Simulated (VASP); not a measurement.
# TaC (mix) (Fm-3m) in VASP: single point with PBE

Aim: the single point of TaC (mix) with PBE.

All numbers are computed with VASP 6.6.1; they aren't measurements. Logs are shortened: lines on timing, memory, paths and dates and some standing lists are left out, and cuts for length are marked.

## Step 1: The cell of the first run

It takes space group Fm-3m (No. 225, cubic). The conventional cell has a = 4.395 Å, b = 4.395 Å, c = 4.395 Å, α = 90.00°, β = 90.00°, γ = 90.00°. Within 2.9 Å of Ta (site symmetry m-3m) lie 6 C at 2.20 Å. Within 2.9 Å of C (site symmetry m-3m) lie 6 Ta at 2.20 Å.

## Step 2: Single point, PBE

The input, INCAR:

```
PREC = Accurate
ENCUT = 600
EDIFF = 1E-6
ISMEAR = 0
SIGMA = 0.1
LREAL = False
LASPH = True
NELM = 120
ALGO = Normal
ISIF = 2
LWAVE = False
LCHARG = False
GGA = PE
NBANDS = 14
GGA_COMPAT = False
```

The input, KPOINTS:

```
Automatic mesh
0
Gamma
  16 16 16
```

The input, POSCAR:

```
TaC
1.0
    0.0000000000      2.1976470664      2.1976470664
    2.1976470664      0.0000000000      2.1976470664
    2.1976470664      2.1976470664      0.0000000000
Ta C
1 1
Direct
    0.0000000000      0.0000000000      0.0000000000
    0.5000000000      0.5000000000      0.5000000000
```

Potentials or basis: VASP PAW PBE potentials, release 64 (Ta_pv, C).

Command:

```
cat potpaw_PBE.64/Ta_pv/POTCAR potpaw_PBE.64/C/POTCAR > POTCAR
mpirun -np 1 vasp_std > vasp.out
```

OUTCAR:

```text
PREC = Accurate
   ENCUT = 600
   EDIFF = 1E-6
   ISMEAR = 0
   LREAL = False
   LASPH = True
   NELM = 120
   ISIF = 2
   GGA = PE

 ion  position               nearest neighbor table
   1  0.000  0.000  0.000-   2 2.20   2 2.20   2 2.20   2 2.20   2 2.20   2 2.20
   2  0.500  0.500  0.500-   1 2.20   1 2.20   1 2.20   1 2.20   1 2.20   1 2.20

  LATTYP: Found a face centered cubic cell.
 ALAT       =     4.3952941328

  Lattice vectors:

 A1 = (   0.0000000000,   2.1976470664,   2.1976470664)
 A2 = (   2.1976470664,   0.0000000000,   2.1976470664)
 A3 = (   2.1976470664,   2.1976470664,   0.0000000000)

Analysis of symmetry for initial positions (statically):
=====================================================================
 Subroutine PRICEL returns:
 Original cell was already a primitive cell.

 Routine SETGRP: Setting up the symmetry group for a
 face centered cubic supercell.

 Subroutine GETGRP returns: Found 48 space group operations
 (whereof 48 operations were pure point group operations)
 out of a pool of 48 trial point group operations.

The static configuration has the point symmetry O_h .

Analysis of symmetry for dynamics (positions and initial velocities):
=====================================================================
 Subroutine PRICEL returns:
 Original cell was already a primitive cell.

 Routine SETGRP: Setting up the symmetry group for a
 face centered cubic supercell.

 Subroutine GETGRP returns: Found 48 space group operations
 (whereof 48 operations were pure point group operations)
 out of a pool of 48 trial point group operations.

The dynamic configuration has the point symmetry O_h .

 Subroutine INISYM returns: Found 48 space group operations
 (whereof 48 operations are pure point group operations),
 and found     1 'primitive' translations

----------------------------------------------------------------------------------------

                                     Primitive cell

  volume of cell :      21.2277

  direct lattice vectors                    reciprocal lattice vectors
     0.000000000  2.197647066  2.197647066    -0.227516059  0.227516059  0.227516059
     2.197647066  0.000000000  2.197647066     0.227516059 -0.227516059  0.227516059
     2.197647066  2.197647066  0.000000000     0.227516059  0.227516059 -0.227516059

  length of vectors
     3.107942287  3.107942287  3.107942287     0.394069374  0.394069374  0.394069374

  position of ions in fractional coordinates (direct lattice)
     0.000000000  0.000000000  0.000000000
     0.500000000  0.500000000  0.500000000

  ion indices of the primitive-cell ions
   primitive index   ion index
                 1           1
                 2           2

----------------------------------------------------------------------------------------

 KPOINTS: Automatic mesh

Automatic generation of k-mesh.
 Grid dimensions read from file:
 generate k-points for:   16   16   16

 Generating k-lattice:

  Cartesian coordinates                     Fractional coordinates (reciprocal lattice)
    -0.014219754  0.014219754  0.014219754     0.062500000  0.000000000  0.000000000
     0.014219754 -0.014219754  0.014219754     0.000000000  0.062500000  0.000000000
     0.014219754  0.014219754 -0.014219754     0.000000000  0.000000000  0.062500000

  Length of vectors
     0.024629336  0.024629336  0.024629336

  Shift w.r.t. Gamma in fractional coordinates (k-lattice)
     0.000000000  0.000000000  0.000000000

 Subroutine IBZKPT returns following result:
 ===========================================

 Found    145 irreducible k-points:

 Following reciprocal coordinates:
            Coordinates               Weight
  0.000000  0.000000  0.000000      1.000000
  0.062500  0.000000  0.000000      8.000000
  0.125000  0.000000  0.000000      8.000000
  0.187500  0.000000  0.000000      8.000000
  0.250000  0.000000  0.000000      8.000000
  0.312500  0.000000  0.000000      8.000000
[... 16 lines left out ...]
 -0.125000  0.062500  0.000000     24.000000
 -0.062500  0.062500  0.000000     12.000000
 [... further k-points ...]
   k-points           NKPTS =    145   k-points in BZ     NKDIM =    145   number of bands    NBANDS=     14
   number of dos      NEDOS =    301   number of ions     NIONS =      2
   total plane-waves  NPLWV =  21952
   dimension x,y,z NGX =    28 NGY =   28 NGZ =   28
   dimension x,y,z NGXF=    56 NGYF=   56 NGZF=   56
   ions per type =               1   1
   NGX,Y,Z   is equivalent  to a cutoff of  14.98, 14.98, 14.98 a.u.
   NGXF,Y,Z  is equivalent  to a cutoff of  29.95, 29.95, 29.95 a.u.
 SYSTEM =  unknown system
   PREC   = accura    normal or accurate (medium, high low for compatibility)
   ISTART =      0    job   : 0-new  1-cont  2-samecut
   ICHARG =      2    charge: 1-file 2-atom 10-const
   ISPIN  =      1    spin polarized calculation?
   LNONCOLLINEAR =      F non collinear calculations
   LSORBIT =      F    spin-orbit coupling
   LASPH  =      T    aspherical Exc in radial PAW
   ENCUT  =  600.0 eV  44.10 Ry    6.64 a.u.   6.21  6.21  6.21*2*pi/ulx,y,z
   NELM   =    120;   NELMIN=  2; NELMDL= -5     # of ELM steps
   EDIFF  = 0.1E-05   stopping-criterion for ELM
   LREAL  =      F    real-space projection
   EDIFFG = 0.1E-04   stopping-criterion for IOM
   NSW    =      0    number of steps for IOM
   IBRION =     -1    ionic relax: 0-MD 1-quasi-New 2-CG
   NFREE  =      0    steps in history (QN), initial steepest desc. (CG)
   ISIF   =      2    stress and relaxation
   ISYM   =      2    0-nonsym 1-usesym 2-fastsym
   POTIM  = 0.5000    time-step for ionic-motion
   TEBEG  =    0.0;   TEEND  =   0.0 temperature during run
   PSTRESS=    0.0 pullay stress
   NELECT =      15.0000    total number of electrons
   NUPDOWN=      -1.0000    fix difference up-down
   EMIN   =  10.00;   EMAX   =-10.00  energy-range for DOS
   EFERMI =   0.00;   METHOD = LEGACY
   ISMEAR =     0;   SIGMA  =   0.10  broadening in eV -4-tet -1-fermi 0-gaus
   EFERMI_NEDOS =   21; number of points for ismear=-14 and -15
   IALGO  =     38    algorithm
   IMIX   =      4    mixing-type and parameters
     AMIX     =   0.40;   BMIX     =  1.00
     AMIX_MAG =   1.60;   BMIX_MAG =  1.00
  volume/ion in A,a.u.               =      10.61        71.63
  Fermi-wavevector in a.u.,A,eV,Ry     =   1.458156  2.755515 28.928962  2.126219
  Thomas-Fermi vector in A             =   2.574873
   LORBIT       =      0    0 simple, 1 ext, 2 COOP (PROOUT), +10 PAW based schemes
   GGA     = PE    functional components
   LHFCALC =     F    Hartree Fock is set to
   AEXX    =    0.0000 exact exchange contribution
   IVDW    =     0    specifies the selected vdW correction
   LEPSILON=     F    determine dielectric tensor
   LRPA    =     F    only Hartree local field effects (RPA)
 non-spin polarized calculation
 Gauss-broadening in eV      SIGMA  =   0.10
  energy-cutoff  :      600.00
  volume of cell :       21.23
 maximum number of plane-waves:       725
 NGX is ok and might be reduce to    28
   NGX = 13   NGY = 13   NGZ = 13

 number of electron      15.0000000 magnetization

 Free energy of the ion-electron system (eV)
  ---------------------------------------------------
  ext. energy  EPLUGINS =         0.00000000
  ---------------------------------------------------
  free energy    TOTEN  =       -22.13335371 eV

  energy without entropy =      -22.13179982  energy(sigma->0) =      -22.13257676

 E-fermi :   8.7850     XC(G=0): -13.4181

 val. band max:        8.7595462597   @ k =   0.4375   0.1875   0.0625
 cond. band min:       8.8089358308   @ k =   0.1250   0.0625   0.0000
 fundamental gap:      0.0493895710
 Fermi energy:         8.7850271283

 k-point     1 :       0.0000    0.0000    0.0000
  band No.  band energies     occupation
      1     -26.1346      2.00000
      2     -26.1346      2.00000
      3     -26.1346      2.00000
      4      -6.2917      2.00000
      5       7.4025      2.00000
      6       7.4025      2.00000
      7       7.4025      2.00000
      8       8.3089      2.00000
      9       8.3089      2.00000
     10       8.3089      2.00000
     11       9.5139      0.00000
     12       9.5140      0.00000
     13      15.8794      0.00000
     14      18.9068      0.00000

 k-point     2 :       0.0625    0.0000    0.0000
  band No.  band energies     occupation
      1     -26.1685      2.00000
      2     -26.1379      2.00000
      3     -26.1379      2.00000
      4      -6.1739      2.00000
      5       6.7863      2.00000
      6       7.1440      2.00000
      7       7.1440      2.00000
      8       7.9272      2.00000
      9       7.9272      2.00000
     10       8.6900      1.82095
     11      10.3858      0.00000
     12      10.3858      0.00000
     13      16.0929      0.00000
     14      19.2044      0.00000

 k-point     3 :       0.1250    0.0000    0.0000
  band No.  band energies     occupation
      1     -26.2641      2.00000
      2     -26.1473      2.00000
      3     -26.1473      2.00000
      4      -5.8306      2.00000
      5       5.7294      2.00000
      6       6.2435      2.00000
      7       6.2435      2.00000
      8       8.1040      2.00000
      9       8.1040      2.00000
     10       9.1329      0.00000
     11      11.7931      0.00000
     12      11.7931      0.00000
     13      16.6509      0.00000
     14      20.0313      0.00000
[... 324 lines left out ...]
 k-point    23 :      -0.1250    0.0625    0.0000
  band No.  band energies     occupation
      1     -26.3195      2.00000
      2     -26.1789      2.00000
      3     -26.1432      2.00000
      4      -5.5768      2.00000
      5       5.1917      2.00000
      6       5.6399      2.00000
      7       5.8179      2.00000
      8       7.9047      2.00000
      9       8.8845      0.15937
     10       9.5469      0.00000
     11      11.5696      0.00000
     12      13.1738      0.00000
     13      17.0659      0.00000
     14      20.6123      0.00000

 k-point    24 :      -0.0625    0.0625    0.0000
  band No.  band energies     occupation
      1     -26.2153      2.00000
      2     -26.1571      2.00000
      3     -26.1370      2.00000
      4      -5.9822      2.00000
      5       6.2652      2.00000
      6       6.4448      2.00000
      7       6.5895      2.00000
      8       7.5795      2.00000
      9       8.5356      1.99958
     10       9.1316      0.00000
     11      10.5354      0.00000
     12      11.6985      0.00000
     13      16.4361      0.00000
     14      19.6778      0.00000

 [... further k-points ...]

------------------------ aborting loop because EDIFF is reached ----------------------------------------

  FORCE on cell =-STRESS in cart. coord.  units (eV):
  Direction    XX          YY          ZZ          XY          YZ          ZX
  --------------------------------------------------------------------------------------
  -------------------------------------------------------------------------------------
  Total        2.7119918      2.7119918      2.7119918      0.0000000      0.0000000      0.0000000
  in kB      204.6892849    204.6892849    204.6892849      0.0000000      0.0000000      0.0000000
  external PRESSURE =     204.6892849 kB  Pullay stress =       0.0000000 kB

 VOLUME and BASIS-vectors are now :
 -----------------------------------------------------------------------------
  energy-cutoff  :      600.00
  volume of cell :       21.23
      direct lattice vectors                 reciprocal lattice vectors
     0.000000000  2.197647066  2.197647066    -0.227516059  0.227516059  0.227516059
     2.197647066  0.000000000  2.197647066     0.227516059 -0.227516059  0.227516059
     2.197647066  2.197647066  0.000000000     0.227516059  0.227516059 -0.227516059

 POSITION                                       TOTAL-FORCE (eV/Angst)
 -----------------------------------------------------------------------------------
      0.00000      0.00000      0.00000        -0.000000     -0.000000     -0.000000
      2.19765      2.19765      2.19765         0.000000      0.000000      0.000000
 -----------------------------------------------------------------------------------
    total drift:                                0.000000      0.000000      0.000000

  FREE ENERGIE OF THE ION-ELECTRON SYSTEM (eV)
  ---------------------------------------------------
  free  energy   TOTEN  =       -22.1333537064 eV

  energy  without entropy=      -22.1317998235  energy(sigma->0) =      -22.13257676
```

Run time: 67 s. Hardware: 1 thread of Intel Xeon Platinum 8488C (Sapphire Rapids), shared host; peak memory 0.2 GiB.

What came out:

```
Free energy : -22.1334 eV
Pressure    : 20.5 GPa
```

Caveat: spin-orbit coupling is left out, which moves the levels of the heavy elements.
